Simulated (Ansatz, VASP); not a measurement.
## CsI in VASP and in Ansatz

The input POSCAR:

```
CsI
1.0
    4.5149220656      0.0000000000      0.0000000000
    0.0000000000      4.5149220656      0.0000000000
    0.0000000000      0.0000000000      4.5149220656
Cs I
1 1
Direct
    0.0000000000      0.0000000000      0.0000000000
    0.5000000000      0.5000000000      0.5000000000
```

The input INCAR.step1:

```
PREC = Accurate
ENCUT = 550
ISMEAR = 0
SIGMA = 0.02
LREAL = False
LASPH = True
NELM = 120
NBANDS = 15
GGA = PE
ALGO = Normal
EDIFF = 1E-5
LWAVE = True
LCHARG = False
GGA_COMPAT = False
```

File INCAR.step2:

```
PREC = Accurate
ENCUT = 550
EDIFF = 1E-6
ISMEAR = 0
SIGMA = 0.02
LREAL = False
LASPH = True
NELM = 120
ALGO = Normal
ISIF = 2
LWAVE = False
LCHARG = True
METAGGA = R2SCAN
LMIXTAU = True
LELF = True
LVHAR = True
NBANDS = 15
ISTART = 1
GGA_COMPAT = False
```

File KPOINTS:

```
regular mesh
0
Gamma
  6 6 6
```

Input for Ansatz:

```yaml
crystal:
  lattice:
    - [4.5149221942, 0.0, 0.0]
    - [0.0, 4.5149221942, 0.0]
    - [0.0, 0.0, 4.5149221942]
  atoms:
    - { symbol: Cs, position: [0.0, 0.0, 0.0] }
    - { symbol: I, position: [0.5, 0.5, 0.5] }
basis:
  ecutwfc: 500
kpoints:
  mp_grid: { grid: [6, 6, 6] }
hamiltonian:
  xc: r2scan
scf:
  occupations: { method: gaussian, width: 0.02 }
output:
  forces: true
  stress: true
  eigenvalues: true
  write_density: true
  write_potential: true
  elf: true
  volumetric_format: npy
```

Alike in both runs: task single point; functional r2SCAN; k mesh 6 × 6 × 6; occupations gaussian, width 0.02 eV; no spin polarisation.

|  | VASP | Ansatz |
| --- | --- | --- |
| version | VASP 6.6.1 | Ansatz 0.2.0 |
| potentials or method | VASP PAW PBE potentials, release 64 (Cs_sv, I), cutoff 550 eV | scalar-relativistic, plane waves, PAW |
| valence electrons in the cell | 16 | 26 |

```csv
,VASP,Ansatz,Ansatz less VASP
gap on the k mesh at the Fermi level (eV),4.56,4.57,+0.016
least direct gap on the mesh (eV),4.64,4.65,+0.013
pressure (GPa),0.9,0.9,-0.05
```

VASP's potentials were made for PBE, not for r2SCAN. VASP's potentials hold 16 valence electrons a cell and Ansatz's 26, so a difference there can come from the potentials and not from the codes.

Spin-orbit coupling is off throughout.
